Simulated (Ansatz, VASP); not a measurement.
**One calculation of Os, two programs**

The input INCAR:

```
SYSTEM = Os
ALGO = Fast ; EDIFF = 1E-6
ENCUT = 520 ; GGA = PS
ISIF = 2 ; ISMEAR = 0
LASPH = .True. ; LCHARG = .False.
LREAL = .False. ; LWAVE = .False.
NBANDS = 15 ; NELM = 80
PREC = Accurate ; SIGMA = 0.15
```

File KPOINTS:

```
k-points
0
Gamma
  18 18 12
  0 0 0
```

Contents of POSCAR:

```
Os
1.0
    2.7340999755      0.0000000000      0.0000000000
   -1.3670499878      2.3678000353      0.0000000000
    0.0000000000      0.0000000000      4.3197000000
Os
2
Direct
    0.3333333333      0.6666666667      0.1805507327
    0.6666666667      0.3333333333      0.7500000000
```

Input for Ansatz:

```yaml
crystal:
  lattice:
    - [2.7340999755, 0.0, 0.0]
    - [-1.3670499878, 2.3678000353, 0.0]
    - [0.0, 0.0, 4.3197]
  atoms:
    - { symbol: Os, position: [0.3333333333, 0.6666666667, 0.1805507327] }
    - { symbol: Os, position: [0.6666666667, 0.3333333333, 0.75] }
basis:
  ecutwfc: 420
kpoints:
  mp_grid: { grid: [18, 18, 12] }
hamiltonian:
  xc: pbesol
scf:
  occupations: { method: gaussian, width: 0.15 }
output:
  forces: true
  stress: true
  eigenvalues: true
```

Alike in both runs: task single point; functional PBEsol; k mesh 18 × 18 × 12; occupations gaussian, width 0.15 eV; no spin polarisation.

|  | VASP | Ansatz |
| --- | --- | --- |
| version | VASP 6.6.1 | Ansatz 0.2.0 |
| potentials or method | VASP PAW PBE potentials, release 64 (Os), cutoff 520 eV | scalar-relativistic, plane waves, PAW |
| valence electrons in the cell | 16 | 32 |

```csv
,VASP,Ansatz,Ansatz less VASP
gap on the k mesh at the Fermi level (eV),none,none,-
pressure (GPa),20.8,19.6,-1.26
"traceless stress, the component that is largest in VASP (GPa)",20.63,20.76,+0.132
rms of the force components (eV/Å),3.631,3.613,-0.0184
```

VASP's potentials were made for PBE, not for PBEsol. Atom by atom the forces differ by 0.018 eV/Å (rms over components). A gap of «none» marks a metal or a gap that the smearing closes. VASP's potentials hold 16 valence electrons a cell and Ansatz's 32, so a difference there can come from the potentials and not from the codes.

Neither program's run includes spin-orbit coupling.
